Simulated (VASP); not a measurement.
Here is a VASP 6.6.1 calculation.

INCAR

```
PREC = Accurate
ENCUT = 520
EDIFF = 1E-6
ISMEAR = -1
SIGMA = 0.05
LREAL = False
LASPH = True
NELM = 60
ALGO = Normal
ISIF = 2
LWAVE = False
LCHARG = True
GGA = PS
LELF = True
LVHAR = True
NBANDS = 28
```

Contents of KPOINTS:

```
Automatic mesh
0
Gamma
  8 8 8
```

Contents of POSCAR:

```
BaTiO3
1.0
    4.0637820000      0.0000000000      0.0000000000
    0.0000000000      2.8937910000      2.8458000000
    0.0000000000     -2.8937910000      2.8458000000
Ba Ti O
1 1 3
Direct
    0.0000000000      0.0000000000      0.0000000000
    0.5000000000      0.5079000000      0.5079000000
    0.0000000000      0.4921000000      0.4921000000
    0.5000000000      0.5025100000      0.9937100000
    0.5000000000      0.9937100000      0.5025100000
```

Potentials or basis: VASP PAW PBE potentials, release 64 (Ba_sv, Ti_sv, O).

The run is started by

```console
$ cat potpaw_PBE.64/Ba_sv/POTCAR potpaw_PBE.64/Ti_sv/POTCAR potpaw_PBE.64/O/POTCAR > POTCAR
$ mpirun -np 1 vasp_std > vasp.out
```

Question: Predict the pressure.

Answer: -8.5 GPa.

Question: Predict the largest force.

Answer: 0.293 eV/Å.

Question: Predict the band gap on the k mesh.

Answer: 1.69 eV, indirect (least direct gap 1.88 eV).

Forces on the atoms (eV/Å):
```
Ba   0.000  0.000  0.075
Ti   0.000  0.000  0.293
O    0.000  0.000  0.130
O    0.000  0.115 -0.249
O    0.000 -0.115 -0.249
```

Caveat: the cell differs from its parent crystal (equal xx and yy strain of +2 %); the PAW data sets were made with another functional, which shifts forces and pressure a little; spin-orbit coupling is left out, which moves the levels of the heavy elements. A k mesh can miss the band edges.
